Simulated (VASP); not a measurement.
**C: single point with PBEsol**

The system is C.

```xyz
2
Lattice="0.0000 2.0019 1.4153 2.0019 0.0000 1.4153 2.0019 2.0019 0.0000" Properties=species:S:1:pos:R:3 pbc="T T T"
C     2.0019    2.0019    1.4153
C     3.0028    3.0028    2.1230
```

This cell differs from its parent crystal: ratio of the length along z to the lengths across it x 0.707, volume and fractional coordinates fixed.

- Program: VASP 6.6.1
- Task: single point
- Functional: PBEsol
- Potentials or basis: VASP PAW PBE potentials, release 64 (C)
- Cutoff: 520 eV
- k mesh: 12 × 12 × 12
- Occupations: gaussian, width 0.05 eV
- Spin: no spin polarisation
- Dipole correction: no
- Further INCAR settings: ALGO = Normal; EDIFF = 1e-07; NBANDS = 11

```
Pressure               : -4.1 GPa
Band gap on the k mesh : zero (band 4 reaches 12.39 eV, above the bottom of band 5 at 8.74 eV)
```

Stress tensor (GPa, compression positive):
```
-64.19   0.00   0.00
  0.00 -64.19   0.00
  0.00   0.00 116.22
```

Levels at points of the mesh, in eV from the Fermi level:
| k point | band 1 | band 2 | band 3 | band 4 | band 5 | band 6 | band 7 | band 8 | band 9 |
| --- | --- | --- | --- | --- | --- | --- | --- | --- | --- |
| (0.00, 0.00, 0.00) | -22.09 | -1.90 | -1.90 | 1.98 | 3.46 | 7.46 | 7.46 | 11.33 | 17.91 |
| (0.50, 0.00, 0.00) | -15.71 | -13.69 | -5.48 | -1.69 | 2.97 | 6.10 | 11.03 | 15.37 | 22.02 |
| (0.50, 0.50, 0.00) | -9.63 | -9.63 | -9.49 | -9.49 | -0.40 | -0.40 | 16.44 | 16.44 | 24.00 |
| (0.50, 0.00, 0.50) | -14.88 | -14.88 | -4.20 | -4.20 | 7.82 | 7.82 | 11.75 | 11.75 | 17.94 |

Run time: 6.7 s on 1 thread of Intel(R) Xeon(R) 6975P-C (Granite Rapids), with other jobs on the host, peak memory 0.12 GiB.

Caveat: the PAW data sets were made with another functional, which shifts forces and pressure a little.
